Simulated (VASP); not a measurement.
# SrTiO3 (P1) in VASP: a series of runs

SrTiO3 is run at these levels: PBE; tasks: single point.

Everything below comes from runs of VASP 6.6.1. Logs are shortened: lines on timing, memory, paths and dates and some standing lists are left out, and cuts for length are marked.

### 1 The cell of the first run

The typed cell holds 20 atoms: a = 3.907 Å, b = 7.814 Å, c = 7.814 Å, α = 90.00°, β = 90.00°, γ = 90.00°.

### 2 Single point, PBE

INCAR

```
  PREC = Accurate
  ENCUT = 520
  EDIFF = 1E-6
  ISMEAR = -1
  SIGMA = 0.19
  LREAL = Auto
  LASPH = T
  NELM = 80
  ALGO = Normal
  ISIF = 2
  LWAVE = F
  LCHARG = F
  GGA = PE
  NBANDS = 96
```

KPOINTS

```
regular mesh
0
Gamma
  4 2 2
```

POSCAR

```
SrTiO3
1.0
    3.9068515030      0.0000000000      0.0000000000
    0.0000000000      7.8137030060      0.0000000000
    0.0000000000      0.0000000000      7.8137030060
Sr Ti O
4 4 12
Direct
    0.0022376074      0.0054040959     -0.0063851928
   -0.0041647347      0.0014062475      0.4851762343
   -0.0053877144      0.4977994425     -0.0069474102
    0.0107083671      0.5006829664      0.5092223235
    0.5301547802      0.2458876410      0.2576936951
    0.4873479318      0.2429142749      0.7557247819
    0.4843711102      0.7469716977      0.2396837963
    0.5103808011      0.7304473942      0.7558924361
    0.5248371991     -0.0061837518      0.2434592150
    0.4842426180      0.2503206224      0.0120510083
    0.0512046593      0.2727722052      0.2663853487
    0.5249152670      0.0170582373      0.7269160340
    0.4773621415      0.2705170645      0.5051826256
    0.0599884587      0.2316632714      0.7832745876
    0.5272209600      0.5105766110      0.2778210278
    0.4638305292      0.7557546013      0.0030760063
   -0.0395305529      0.7548296877      0.2586342223
    0.5189350039      0.5189879878      0.7694807437
    0.4114760949      0.7481373422      0.4971915361
   -0.0288096438      0.7439271745      0.7577738744
```

Potentials or basis: VASP PAW PBE potentials, release 64 (Sr_sv, Ti_sv, O).

Run with:

```console
cat potpaw_PBE.64/Sr_sv/POTCAR potpaw_PBE.64/Ti_sv/POTCAR potpaw_PBE.64/O/POTCAR > POTCAR
mpirun -np 1 vasp_std > vasp.out
```

OUTCAR:

```text
PREC = Accurate
   ENCUT = 520
   EDIFF = 1E-6
   ISMEAR = -1
   LREAL = Auto
   LASPH = T
   NELM = 80
   ISIF = 2
   GGA = PE

 ion  position               nearest neighbor table
   1  0.002  0.005  0.994-  14 2.42  16 2.66  10 2.69   9 2.70  20 2.75  10 2.79  12 2.80   9 2.83
                            17 2.85  16 2.87  12 2.92  11 2.99   6 3.24   6 3.31   5 3.35   7 3.36
   2  0.996  0.001  0.485-  19 2.56  17 2.62   9 2.64  12 2.64  11 2.73   9 2.80  12 2.80  13 2.83
                            13 2.92  20 2.93  14 2.95  19 3.02   5 3.18   5 3.34   7 3.36   7 3.41
   3  0.995  0.498  0.993-  18 2.56  14 2.66  20 2.66  18 2.70  10 2.72  16 2.73  11 2.78  10 2.78
                            15 2.88  17 2.89  16 2.89  15 3.05   8 3.21   8 3.29   6 3.33   7 3.34
   4  0.011  0.501  0.509-  19 2.49  13 2.56  11 2.61  15 2.62  15 2.71  20 2.72  13 2.75  17 2.80
                            18 2.80  18 2.85  14 3.01  19 3.04   8 3.28   8 3.28   6 3.35   5 3.37
   5  0.530  0.246  0.258-  11 1.88  10 1.93  13 1.95   9 1.97  11 2.05  15 2.07   2 3.18   2 3.34
                             1 3.35   4 3.37   3 3.38   4 3.46   1 3.47   3 3.54
   6  0.487  0.243  0.756-  14 1.69  12 1.79  13 1.97  10 2.00  18 2.16  14 2.25   1 3.24   1 3.31
                             3 3.33   4 3.35   3 3.37   2 3.42   4 3.46   2 3.46
   7  0.484  0.747  0.240-  16 1.85  17 1.87  15 1.88   9 1.94  19 2.03  17 2.05   3 3.34   2 3.36
                             1 3.36   3 3.39   4 3.40   2 3.41   1 3.44   4 3.52
   8  0.510  0.730  0.756-  18 1.66  20 1.80  16 1.95  19 2.06  20 2.11  12 2.25   3 3.21   4 3.28
                             4 3.28   3 3.29   1 3.43   1 3.47   2 3.54   2 3.61
   9  0.525  0.994  0.243-   7 1.94   5 1.97   2 2.64   1 2.70   2 2.80   1 2.83
  10  0.484  0.250  0.012-   5 1.93   6 2.00   1 2.69   3 2.72   3 2.78   1 2.79
  11  0.051  0.273  0.266-   5 1.88   5 2.05   4 2.61   2 2.73   3 2.78   1 2.99
  12  0.525  0.017  0.727-   6 1.79   8 2.25   2 2.64   1 2.80   2 2.80   1 2.92
  13  0.477  0.271  0.505-   5 1.95   6 1.97   4 2.56   4 2.75   2 2.83   2 2.92
  14  0.060  0.232  0.783-   6 1.69   6 2.25   1 2.42   3 2.66   2 2.95   4 3.01
  15  0.527  0.511  0.278-   7 1.88   5 2.07   4 2.62   4 2.71   3 2.88   3 3.05
  16  0.464  0.756  0.003-   7 1.85   8 1.95   1 2.66   3 2.73   1 2.87   3 2.89
  17  0.960  0.755  0.259-   7 1.87   7 2.05   2 2.62   4 2.80   1 2.85   3 2.89
  18  0.519  0.519  0.769-   8 1.66   6 2.16   3 2.56   3 2.70   4 2.80   4 2.85
  19  0.411  0.748  0.497-   7 2.03   8 2.06   4 2.49   2 2.56   2 3.02   4 3.04
  20  0.971  0.744  0.758-   8 1.80   8 2.11   3 2.66   4 2.72   1 2.75   2 2.93

  LATTYP: Found a simple tetragonal cell.
 ALAT       =     7.8137030060
 C/A-ratio  =     0.5000000000

  Lattice vectors:

 A1 = (   0.0000000000,   7.8137030060,   0.0000000000)
 A2 = (   0.0000000000,   0.0000000000,   7.8137030060)
 A3 = (   3.9068515030,   0.0000000000,   0.0000000000)

Analysis of symmetry for initial positions (statically):
=====================================================================
 Subroutine PRICEL returns:
 Original cell was already a primitive cell.

 Routine SETGRP: Setting up the symmetry group for a
 simple tetragonal supercell.

 Subroutine GETGRP returns: Found  1 space group operations
 (whereof  1 operations were pure point group operations)
 out of a pool of 16 trial point group operations.

The static configuration has the point symmetry C_1 .

Analysis of symmetry for dynamics (positions and initial velocities):
=====================================================================
 Subroutine PRICEL returns:
 Original cell was already a primitive cell.

 Routine SETGRP: Setting up the symmetry group for a
 simple tetragonal supercell.

 Subroutine GETGRP returns: Found  1 space group operations
 (whereof  1 operations were pure point group operations)
 out of a pool of 16 trial point group operations.

The dynamic configuration has the point symmetry C_1 .

 Subroutine INISYM returns: Found  1 space group operations
 (whereof  1 operations are pure point group operations),
 and found     1 'primitive' translations

----------------------------------------------------------------------------------------

                                     Primitive cell

  volume of cell :     238.5287

  direct lattice vectors                    reciprocal lattice vectors
     3.906851503  0.000000000  0.000000000     0.255960586  0.000000000  0.000000000
     0.000000000  7.813703006  0.000000000     0.000000000  0.127980293  0.000000000
     0.000000000  0.000000000  7.813703006     0.000000000  0.000000000  0.127980293

  length of vectors
     3.906851503  7.813703006  7.813703006     0.255960586  0.127980293  0.127980293

  position of ions in fractional coordinates (direct lattice)
[... 58 lines left out ...]

  Length of vectors
     0.063990146  0.063990146  0.063990146

  Shift w.r.t. Gamma in fractional coordinates (k-lattice)
     0.000000000  0.000000000  0.000000000

 Subroutine IBZKPT returns following result:
 ===========================================

 Found     12 irreducible k-points:

 Following reciprocal coordinates:
            Coordinates               Weight
  0.000000  0.000000  0.000000      1.000000
  0.250000  0.000000  0.000000      2.000000
  0.500000  0.000000  0.000000      1.000000
  0.000000  0.500000  0.000000      1.000000
  0.000000  0.000000  0.500000      1.000000
  0.250000  0.500000  0.000000      2.000000
  0.250000  0.000000  0.500000      2.000000
  0.500000  0.500000  0.000000      1.000000
  0.500000  0.000000  0.500000      1.000000
  0.000000  0.500000  0.500000      1.000000
  0.250000  0.500000  0.500000      2.000000
  0.500000  0.500000  0.500000      1.000000
   k-points           NKPTS =     12   k-points in BZ     NKDIM =     12   number of bands    NBANDS=     96
   number of dos      NEDOS =    301   number of ions     NIONS =     20
   total plane-waves  NPLWV = 108000
   dimension x,y,z NGX =    30 NGY =   60 NGZ =   60
   dimension x,y,z NGXF=    60 NGYF=  120 NGZF=  120
   ions per type =               4   4  12
   NGX,Y,Z   is equivalent  to a cutoff of  12.77, 12.77, 12.77 a.u.
   NGXF,Y,Z  is equivalent  to a cutoff of  25.53, 25.53, 25.53 a.u.
 SYSTEM =  unknown system
   PREC   = accura    normal or accurate (medium, high low for compatibility)
   ISTART =      0    job   : 0-new  1-cont  2-samecut
   ICHARG =      2    charge: 1-file 2-atom 10-const
   ISPIN  =      1    spin polarized calculation?
   LNONCOLLINEAR =      F non collinear calculations
   LSORBIT =      F    spin-orbit coupling
   LASPH  =      T    aspherical Exc in radial PAW
   ENCUT  =  520.0 eV  38.22 Ry    6.18 a.u.   7.26 14.53 14.53*2*pi/ulx,y,z
   NELM   =     80;   NELMIN=  2; NELMDL= -5     # of ELM steps
   EDIFF  = 0.1E-05   stopping-criterion for ELM
   LREAL  =      T    real-space projection
   EDIFFG = 0.1E-04   stopping-criterion for IOM
   NSW    =      0    number of steps for IOM
   IBRION =     -1    ionic relax: 0-MD 1-quasi-New 2-CG
   NFREE  =      0    steps in history (QN), initial steepest desc. (CG)
   ISIF   =      2    stress and relaxation
   ISYM   =      2    0-nonsym 1-usesym 2-fastsym
   POTIM  = 0.5000    time-step for ionic-motion
   TEBEG  =    0.0;   TEEND  =   0.0 temperature during run
   PSTRESS=    0.0 pullay stress
   NELECT =     160.0000    total number of electrons
   NUPDOWN=      -1.0000    fix difference up-down
   EMIN   =  10.00;   EMAX   =-10.00  energy-range for DOS
   EFERMI =   0.00;   METHOD = LEGACY
   ISMEAR =    -1;   SIGMA  =   0.19  broadening in eV -4-tet -1-fermi 0-gaus
   EFERMI_NEDOS =   21; number of points for ismear=-14 and -15
   IALGO  =     38    algorithm
   IMIX   =      4    mixing-type and parameters
     AMIX     =   0.40;   BMIX     =  1.00
     AMIX_MAG =   1.60;   BMIX_MAG =  1.00
  volume/ion in A,a.u.               =      11.93        80.48
  Fermi-wavevector in a.u.,A,eV,Ry     =   1.433072  2.708113 27.942211  2.053695
  Thomas-Fermi vector in A             =   2.552630
   LORBIT       =      0    0 simple, 1 ext, 2 COOP (PROOUT), +10 PAW based schemes
   GGA     = PE    functional components
   LHFCALC =     F    Hartree Fock is set to
   AEXX    =    0.0000 exact exchange contribution
   IVDW    =     0    specifies the selected vdW correction
   LEPSILON=     F    determine dielectric tensor
   LRPA    =     F    only Hartree local field effects (RPA)
 non-spin polarized calculation
  energy-cutoff  :      520.00
  volume of cell :      238.53
 maximum number of plane-waves:      6518
 NGX is ok and might be reduce to    30
   NGX = 15   NGY = 29   NGZ = 29

 number of electron     160.0000000 magnetization

 Free energy of the ion-electron system (eV)
  ---------------------------------------------------
  ext. energy  EPLUGINS =         0.00000000
  ---------------------------------------------------
  free energy    TOTEN  =      -157.37343366 eV

  energy without entropy =     -157.35729855  energy(sigma->0) =     -157.36536610

 E-fermi :   5.4847     XC(G=0): -11.2318

 val. band max:        4.5370521583   @ k =   0.5000   0.0000   0.0000
 cond. band min:       6.3437629409   @ k =   0.0000   0.0000   0.0000
 fundamental gap:      1.8067107826
 Fermi energy:         5.4847129855

 k-point     1 :       0.0000    0.0000    0.0000
  band No.  band energies     occupation
      1     -52.3920      2.00000
      2     -52.0820      2.00000
      3     -51.9793      2.00000
      4     -51.7559      2.00000
      5     -28.9434      2.00000
      6     -28.7623      2.00000
[... 1129 lines left out ...]
     91       8.6144      0.00000
     92       8.7141      0.00000
 [bands above 92 left out]

------------------------ aborting loop because EDIFF is reached ----------------------------------------

  FORCE on cell =-STRESS in cart. coord.  units (eV):
  Direction    XX          YY          ZZ          XY          YZ          ZX
  --------------------------------------------------------------------------------------
  -------------------------------------------------------------------------------------
  Total       18.5846909     20.9093803     11.0868901      0.1292669     -0.7293523      0.3789899
  in kB      124.8317964    140.4465384     74.4697030      0.8682745     -4.8989975      2.5456432
  external PRESSURE =     113.2493459 kB  Pullay stress =       0.0000000 kB

 VOLUME and BASIS-vectors are now :
 -----------------------------------------------------------------------------
  energy-cutoff  :      520.00
  volume of cell :      238.53
      direct lattice vectors                 reciprocal lattice vectors
     3.906851503  0.000000000  0.000000000     0.255960586  0.000000000  0.000000000
     0.000000000  7.813703006  0.000000000     0.000000000  0.127980293  0.000000000
     0.000000000  0.000000000  7.813703006     0.000000000  0.000000000  0.127980293

 POSITION                                       TOTAL-FORCE (eV/Angst)
 -----------------------------------------------------------------------------------
      0.00874      0.04223      7.76381        -0.061910     -0.715666      0.485655
      3.89058      0.01099      3.79102         0.262286     -0.773574      0.595083
      3.88580      3.88966      7.75942         0.203592     -0.025146      1.290231
      0.04184      3.91219      3.97891        -0.124465      0.436167     -1.162479
      2.07124      1.92129      2.01354        -0.357382      1.001183     -0.216987
      1.90400      1.89806      5.90501         2.666701     -0.503804     -0.869308
[... 12 lines left out ...]
      1.60758      5.84572      3.88491         1.002079      0.436947      1.634117
      3.79430      5.81283      5.92102         1.287538      0.572382      0.227021
 -----------------------------------------------------------------------------------
    total drift:                               -0.004455     -0.007639     -0.004239

  FREE ENERGIE OF THE ION-ELECTRON SYSTEM (eV)
  ---------------------------------------------------
  free  energy   TOTEN  =      -157.3734336624 eV

  energy  without entropy=     -157.3572985471  energy(sigma->0) =     -157.36536610
```

It took 5.6 min on 1 thread of AMD EPYC 9R45 (Zen 5), shared host; peak memory 0.38 GiB.

Results:

```
Free energy            : -157.3734 eV
Pressure               : 11.3 GPa
Largest force          : 6.344 eV/Å
Band gap on the k mesh : 1.81 eV (least direct gap 2.10 eV)
```

Forces in eV/Å, atoms in the order of the input:
```
Sr  -0.062 -0.716  0.486
Sr   0.262 -0.774  0.595
Sr   0.204 -0.025  1.290
Sr  -0.124  0.436 -1.162
Ti  -0.357  1.001 -0.217
Ti   2.667 -0.504 -0.869
Ti  -0.081 -0.950  2.352
Ti  -1.226  5.835 -2.168
O   -0.199  2.479  0.623
O    1.515  0.462  0.053
O   -2.239 -0.959 -0.436
O    0.423 -1.394  0.724
O    1.172 -0.395  0.876
O   -4.884  1.540 -0.571
O   -0.098 -1.054 -1.543
O   -0.297  0.062 -0.979
O    1.346  0.116 -0.803
O   -0.309 -6.172 -0.110
O    1.002  0.437  1.634
O    1.288  0.572  0.227
```

Stress tensor (GPa, compression positive):
```
12.48  0.09  0.25
 0.09 14.04 -0.49
 0.25 -0.49  7.45
```

Levels at points of the mesh, in eV from the valence-band top:
| k point | band 77 | band 78 | band 79 | band 80 | band 81 | band 82 | band 83 | band 84 |
| --- | --- | --- | --- | --- | --- | --- | --- | --- |
| (0.00, 0.00, 0.00) | -0.95 | -0.64 | -0.54 | -0.29 | 1.81 | 1.98 | 2.09 | 2.33 |
| (0.50, 0.00, 0.00) | -0.53 | -0.25 | -0.10 | 0.00 | 2.12 | 3.33 | 3.34 | 3.46 |
| (0.00, 0.50, 0.00) | -0.99 | -0.87 | -0.62 | -0.51 | 1.90 | 2.43 | 2.53 | 2.62 |
| (0.00, 0.00, 0.50) | -1.06 | -0.67 | -0.58 | -0.46 | 1.93 | 2.20 | 2.55 | 2.56 |
| (0.50, 0.50, 0.00) | -0.65 | -0.51 | -0.40 | -0.08 | 2.61 | 3.15 | 3.33 | 3.38 |
| (0.50, 0.00, 0.50) | -0.76 | -0.50 | -0.42 | -0.02 | 2.60 | 2.89 | 3.34 | 3.40 |
| (0.00, 0.50, 0.50) | -1.03 | -0.91 | -0.67 | -0.45 | 2.27 | 2.58 | 2.67 | 2.71 |
| (0.50, 0.50, 0.50) | -0.85 | -0.62 | -0.45 | -0.35 | 2.85 | 3.16 | 3.33 | 3.41 |

Caveat: the cell stands under pressure; the atoms stand as in a frame of molecular dynamics; forces of over 1 eV/Å act on the atoms, so gaps and moduli don't describe the material at rest. A k mesh can miss the band edges.

[end of part 1 of 2]
